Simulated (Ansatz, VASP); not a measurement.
**Two plane-wave programs on Si**

```
CELL_PARAMETERS angstrom
0.00000 2.70097 2.70097
2.70097 0.00000 2.70097
2.70097 2.70097 0.00000
ATOMIC_POSITIONS crystal
Si 0.75000 0.75000 0.75000
Si 0.50000 0.50000 0.50000
```

Alike in both runs: functional LDA; k mesh 12 × 12 × 12; occupations gaussian, width 0.02 eV; no spin polarisation.

Ansatz relaxed the structure, and its values are those at the end. VASP's run is a single point on that final structure, the one shown.

|  | VASP | Ansatz |
| --- | --- | --- |
| version | VASP 6.6.1 | Ansatz 0.2.0 |
| potentials or method | VASP PAW LDA potentials, release 64 (Si), cutoff 520 eV | scalar-relativistic, plane waves, PAW |
| valence electrons in the cell | 8 | 8 |

|  | VASP | Ansatz | Ansatz less VASP |
| --- | --- | --- | --- |
| gap on the k mesh at the Fermi level (eV) | 0.44 | 0.44 | +0.002 |
| least direct gap on the mesh (eV) | 2.53 | 2.53 | +0.002 |
| pressure (GPa) | 0.0 | 0.0 | -0.04 |

LDA's correlation is that of Perdew and Zunger in VASP and of Perdew and Wang (1992) in Ansatz.
